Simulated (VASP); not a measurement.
# MnS (F-43m) in VASP: notebook, part 2 of 2

VASP 6.6.1. The steps go on from the part before.

### 3 Vibrations by perturbation theory, PBEsol

This run uses another cell than the first one, of 14.13 Å³/atom.

INCAR

```
ALGO = Normal ; EDIFF = 1E-8
ENCUT = 520 ; GGA = PS
IBRION = 8 ; ISIF = 2
ISMEAR = 0 ; LASPH = True
LCHARG = False ; LREAL = False
LWAVE = False ; NELM = 100
NSW = 1 ; PREC = Accurate
SIGMA = 0.2
```

KPOINTS

```
k-points
0
Gamma
  16 16 16
```

POSCAR

```
MnS
1.0
    0.0000000000      2.4176269694      2.4176269694
    2.4176269694      0.0000000000      2.4176269694
    2.4176269694      2.4176269694      0.0000000000
Mn S
1 1
Direct
    0.0000000000      0.0000000000      0.0000000000
    0.7500000000      0.7500000000      0.7500000000
```

Potentials or basis: VASP PAW PBE potentials, release 64 (Mn_pv, S).

On the command line:

```console
> cat potpaw_PBE.64/Mn_pv/POTCAR potpaw_PBE.64/S/POTCAR > POTCAR
> mpirun -np 1 vasp_std > vasp.out
```

OUTCAR:

```text
EDIFF = 1E-8
   ENCUT = 520
   GGA = PS
   IBRION = 8
   ISIF = 2
   ISMEAR = 0
   LASPH = True
   LREAL = False
   NELM = 100
   NSW = 1
   PREC = Accurate

 ion  position               nearest neighbor table
   1  0.000  0.000  0.000-   2 2.09   2 2.09   2 2.09   2 2.09
   2  0.750  0.750  0.750-   1 2.09   1 2.09   1 2.09   1 2.09

  LATTYP: Found a face centered cubic cell.
 ALAT       =     4.8352539388

  Lattice vectors:

 A1 = (   0.0000000000,   2.4176269694,   2.4176269694)
 A2 = (   2.4176269694,   0.0000000000,   2.4176269694)
 A3 = (   2.4176269694,   2.4176269694,   0.0000000000)

Analysis of symmetry for initial positions (statically):
=====================================================================
 Subroutine PRICEL returns:
 Original cell was already a primitive cell.

 Routine SETGRP: Setting up the symmetry group for a
 face centered cubic supercell.

 Subroutine GETGRP returns: Found 24 space group operations
 (whereof 24 operations were pure point group operations)
 out of a pool of 48 trial point group operations.

The static configuration has the point symmetry T_d .

Analysis of symmetry for dynamics (positions and initial velocities):
=====================================================================
 Subroutine PRICEL returns:
 Original cell was already a primitive cell.

 Routine SETGRP: Setting up the symmetry group for a
 face centered cubic supercell.

 Subroutine GETGRP returns: Found 24 space group operations
 (whereof 24 operations were pure point group operations)
 out of a pool of 48 trial point group operations.

The dynamic configuration has the point symmetry T_d .

 Subroutine INISYM returns: Found 24 space group operations
 (whereof 24 operations are pure point group operations),
 and found     1 'primitive' translations

----------------------------------------------------------------------------------------

                                     Primitive cell

  volume of cell :      28.2617

  direct lattice vectors                    reciprocal lattice vectors
     0.000000000  2.417626969  2.417626969    -0.206814371  0.206814371  0.206814371
     2.417626969  0.000000000  2.417626969     0.206814371 -0.206814371  0.206814371
     2.417626969  2.417626969  0.000000000     0.206814371  0.206814371 -0.206814371

  length of vectors
     3.419040849  3.419040849  3.419040849     0.358212998  0.358212998  0.358212998

  position of ions in fractional coordinates (direct lattice)
     0.000000000  0.000000000  0.000000000
     0.750000000  0.750000000  0.750000000

  ion indices of the primitive-cell ions
   primitive index   ion index
                 1           1
                 2           2
[... 139 lines left out ...]
      8       7.2639      2.00000
      9       7.2639      2.00000
     10      12.2163      0.00000
     11      12.2163      0.00000
     12      12.2163      0.00000
     13      12.2336      0.00000
[... 354 lines left out ...]
  band No.  band energies     occupation
      1     -39.4504      2.00000
      2     -39.4480      2.00000
      3     -39.4473      2.00000
      4      -7.4125      2.00000
      5       2.9525      2.00000
      6       3.1967      2.00000
      7       3.2116      2.00000
      8       7.1819      2.00000
      9       7.2726      2.00000
     10      11.5010      0.00000
     11      11.7704      0.00000
     12      12.1810      0.00000
     13      12.9436      0.00000

 [... further k-points ...]

------------------------ aborting loop because EDIFF is reached ----------------------------------------

  FORCE on cell =-STRESS in cart. coord.  units (eV):
  Direction    XX          YY          ZZ          XY          YZ          ZX
  --------------------------------------------------------------------------------------
  -------------------------------------------------------------------------------------
  Total        1.4553268      1.4553268      1.4553268     -0.0000000     -0.0000000      0.0000000
  in kB       82.5036626     82.5036626     82.5036626     -0.0000000     -0.0000000      0.0000000
  external PRESSURE =      82.5036626 kB  Pullay stress =       0.0000000 kB

 VOLUME and BASIS-vectors are now :
 -----------------------------------------------------------------------------
  energy-cutoff  :      520.00
  volume of cell :       28.26
      direct lattice vectors                 reciprocal lattice vectors
     0.000000000  2.417626969  2.417626969    -0.206814371  0.206814371  0.206814371
     2.417626969  0.000000000  2.417626969     0.206814371 -0.206814371  0.206814371
     2.417626969  2.417626969  0.000000000     0.206814371  0.206814371 -0.206814371

 POSITION                                       TOTAL-FORCE (eV/Angst)
 -----------------------------------------------------------------------------------
      0.00000      0.00000      0.00000         0.000000      0.000000      0.000000
      3.62644      3.62644      3.62644        -0.000000     -0.000000     -0.000000
 -----------------------------------------------------------------------------------
    total drift:                               -0.000002     -0.000002     -0.000001

  FREE ENERGIE OF THE ION-ELECTRON SYSTEM (eV)
  ---------------------------------------------------
  free  energy   TOTEN  =       -14.7613680967 eV

  energy  without entropy=      -14.7166964758  energy(sigma->0) =      -14.73903229

[... ionic steps 2 to 3 ...]

--------------------------------------- Ionic step        4  -------------------------------------------

------------------------ aborting loop because EDIFF is reached ----------------------------------------

[... ionic steps 5 to 6 ...]

--------------------------------------- Ionic step        7  -------------------------------------------

 Free energy of the ion-electron system (eV)
  ---------------------------------------------------
  ---------------------------------------------------
  free energy    TOTEN  =        -0.10086388 eV

  energy without entropy =       -0.10086388

------------------------ aborting loop because EDIFF is reached ----------------------------------------

 INTERNAL STRAIN TENSOR  FOR ION    2  DIRECTION 1   (eV/Angst):
 -----------------------------------------------------------------------------
     0.00710  0.00000  0.00000
     0.00000 -0.00349 17.84634
     0.00000 17.84634 -0.00349

 INTERNAL STRAIN TENSOR FOR ION    2 for displacements in x,y,z  (eV/Angst):
          X           Y           Z          XY          YZ          ZX
  --------------------------------------------------------------------------------
  x     0.00000     0.00000     0.00000     0.00000    17.84634     0.00000
  y     0.00000     0.00000     0.00000     0.00000     0.00000    17.84634
  z     0.00000     0.00000     0.00000    17.84634     0.00000     0.00000

 SECOND DERIVATIVES (NOT SYMMETRIZED)
 ------------------------------------
               1X          1Y          1Z          2X          2Y          2Z
  1X   -17.386716    0.000000    0.000000   17.386716    0.000000    0.000000
  1Y     0.000000  -17.386716    0.000000    0.000000   17.386716    0.000000
  1Z     0.000000    0.000000  -17.386716    0.000000    0.000000   17.386716
  2X    17.349989    0.000000    0.000000  -17.349989    0.000000    0.000000
  2Y     0.000000   17.349989    0.000000    0.000000  -17.349989    0.000000
  2Z     0.000000    0.000000   17.349989    0.000000    0.000000  -17.349989

 Eigenvectors and eigenvalues of the dynamical matrix
 ----------------------------------------------------

   1 f  =   14.477065 THz    90.962083 2PiTHz  482.902912 cm-1    59.872303 meV
             X         Y         Z           dx          dy          dz
      0.000000  0.000000  0.000000     0.000000    0.607495    0.000000
      3.626440  3.626440  3.626440     0.000000   -0.794324    0.000000
[... 21 lines left out ...]
   6 f/i=    0.007386 THz     0.046408 2PiTHz    0.246374 cm-1     0.030546 meV
             X         Y         Z           dx          dy          dz
      0.000000  0.000000  0.000000    -0.074435    0.423032    0.668172
      3.626440  3.626440  3.626440    -0.056927    0.323533    0.511015

--------------------------------------------------------------------------------------------------------

 ELASTIC MODULI CONTR FROM IONIC RELAXATION (kBar)
 Direction    XX          YY          ZZ          XY          YZ          ZX
 --------------------------------------------------------------------------------
 XX          -0.0000      0.0000     -0.0000     -0.0000      0.0000      0.0000
 YY           0.0000     -0.0000     -0.0000     -0.0000     -0.0000     -0.0000
 ZZ          -0.0000     -0.0000     -0.0000     -0.0000     -0.0000      0.0000
 XY          -0.0000     -0.0000     -0.0000   -972.8186      0.0000      0.0000
 YZ           0.0000     -0.0000     -0.0000      0.0000   -972.8186      0.0000
 ZX           0.0000     -0.0000      0.0000      0.0000      0.0000   -972.8186
 --------------------------------------------------------------------------------
```

OSZICAR:

```text
N       E                     dE             d eps       ncg     rms          rms(c)
DAV:   1     0.150960485883E+03    0.15096E+03   -0.11043E+04  3810   0.158E+03
DAV:   2    -0.845955713377E+01   -0.15942E+03   -0.15549E+03  3830   0.396E+02
DAV:   3    -0.162615802211E+02   -0.78020E+01   -0.77180E+01  4580   0.953E+01
DAV:   4    -0.163825693262E+02   -0.12099E+00   -0.12087E+00  4330   0.124E+01
[... 43 lines left out ...]
RMM:  10    -0.100864006315E+00   -0.35748E-06   -0.63313E-08 30619   0.214E-04    0.952E-05
RMM:  11    -0.100863951571E+00    0.54744E-07    0.97089E-09 30528   0.556E-05    0.170E-05
RMM:  12    -0.100863885348E+00    0.66223E-07    0.34036E-08 29783   0.203E-05    0.299E-06
RMM:  13    -0.100863872261E+00    0.13087E-07    0.37324E-08 33187   0.632E-06    0.152E-06
RMM:  14    -0.100863877667E+00   -0.54060E-08    0.43914E-08 21155   0.252E-06    0.857E-07
 Linear response finished
```

stdout:

```text
POSCAR found type information on POSCAR MnS
 POSCAR found :  2 types and       2 ions
 scaLAPACK will be used
 -----------------------------------------------------------------------------
|                                                                             |
|                                                                             |
|     You enforced a specific xc type in the INCAR file but a different       |
|     I HOPE YOU KNOW WHAT YOU ARE DOING!                                     |
|                                                                             |
 -----------------------------------------------------------------------------

 LDA part: xc-table for (Slater+PW92), standard interpolation
 POSCAR, INCAR and KPOINTS ok, starting setup
 FFT: planning ... GRIDC
 FFT: planning ... GRID_SOFT
 FFT: planning ... GRID
 WAVECAR not read
 entering main loop
 Linear response reoptimize wavefunctions to high precision
 Linear response DOF=           2
 Linear response progress:
 first order change of Fermi-energy   0.76423E-03
 force on displaced ion       1 direction 1 : -17.387   0.000   0.000
 Linear response progress:
 first order change of Fermi-energy  -0.42311E-03
 force on displaced ion       2 direction 1 : -17.350  -0.000  -0.000
 Linear response finished
```

Wall time 8 min (1 thread of Intel Xeon 6975P-C (Granite Rapids), shared host); peak memory 0.58 GiB.

Results:

```
Highest phonon frequency at Γ, LO-TO splitting left out : 483 cm⁻¹
```

Phonon frequencies in cm⁻¹ (negative: imaginary):
| q point | frequencies |
| --- | --- |
| (0.000, 0.000, 0.000) | 0 0 0 483 483 483 |

Caveat: the cell stands under pressure or tension, which shifts response properties; the PAW data sets were made with another functional, which shifts forces and pressure a little; the run has no spin polarisation, though such a crystal can be magnetic. Spin polarisation is off, so any magnetic state and its effect on volume and gap are missing.
